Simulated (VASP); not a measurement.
HC12 (a cell with a defect): single point with LDA

HC12 (a cell with a defect):

```
CELL_PARAMETERS angstrom
1.76575 -3.53150 -1.76575
3.53150 -1.76575 1.76575
-1.76575 -3.53150 1.76575
ATOMIC_POSITIONS crystal
C 0.25000 0.00000 0.25000
C 0.08333 0.33333 0.75000
C 0.91667 0.66667 0.25000
C 0.75000 0.00000 0.75000
C 0.58333 0.33333 0.25000
C 0.41667 0.66667 0.75000
C 0.95833 0.33333 0.12500
C 0.79167 0.66667 0.62500
C 0.62500 0.00000 0.12500
C 0.45833 0.33333 0.62500
C 0.29167 0.66667 0.12500
C 0.12500 0.00000 0.62500
H 0.09722 0.47222 0.12500
```

```yaml
Program: VASP 6.6.1
Task: single point
Functional: LDA
Potentials_or_basis: VASP PAW LDA potentials, release 64 (C, H)
Cutoff: 520 eV
k_mesh: 6 × 6 × 6
Occupations: gaussian, width 0.05 eV
Spin: no spin polarisation
```

* Largest force: 16.042 eV/Å

Forces on the atoms (eV/Å):
```
C    -0.823  -0.495   0.152
C     0.415   0.635  -0.516
C     3.056  -3.400  15.376
C     0.366   0.257  -0.309
C    -0.255  -0.618   0.741
C     0.363   0.388  -0.236
C    -5.957   6.313  -1.830
C    -0.684  -0.332   0.015
C     0.284   0.548  -0.932
C    -0.061  -0.197  -0.041
C     2.053  -1.550  -0.742
C    -0.262  -0.166   0.309
H     1.505  -1.382 -11.987
```

Levels at points of the mesh, in eV from the Fermi level:
```tsv
k point	band 21	band 22	band 23	band 24	band 25	band 26	band 27	band 28
(0.00, 0.00, 0.00)	-3.38	-0.59	-0.37	-0.28	4.24	4.98	5.06	5.69
(0.50, 0.00, 0.00)	-4.61	-4.50	-2.90	-2.22	5.13	5.41	6.23	6.64
(0.50, 0.50, 0.00)	-4.82	-4.42	-2.46	-2.20	3.79	5.98	6.24	6.50
(0.00, 0.50, 0.00)	-3.40	-3.16	-1.97	-1.65	4.01	4.34	5.73	7.30
(0.00, 0.00, 0.50)	-3.13	-2.77	-1.68	-1.67	5.14	6.06	6.80	6.89
(0.50, 0.00, 0.50)	-3.98	-3.67	-3.19	-3.14	4.08	4.30	5.37	5.71
(0.50, 0.50, 0.50)	-3.76	-3.74	-3.21	-3.18	3.27	4.45	5.39	5.65
(0.00, 0.50, 0.50)	-4.82	-4.62	-4.13	-4.11	4.47	5.22	5.73	6.07
```

It took 2.8 min on 1 thread of Intel Xeon 6975P-C, with other jobs on the host, peak memory 0.28 GiB.

Caveat: the cell carries a net charge on a neutralising background, which shifts energy and pressure; the cell is charged against a uniform background, so pressure and absolute levels hang on convention.
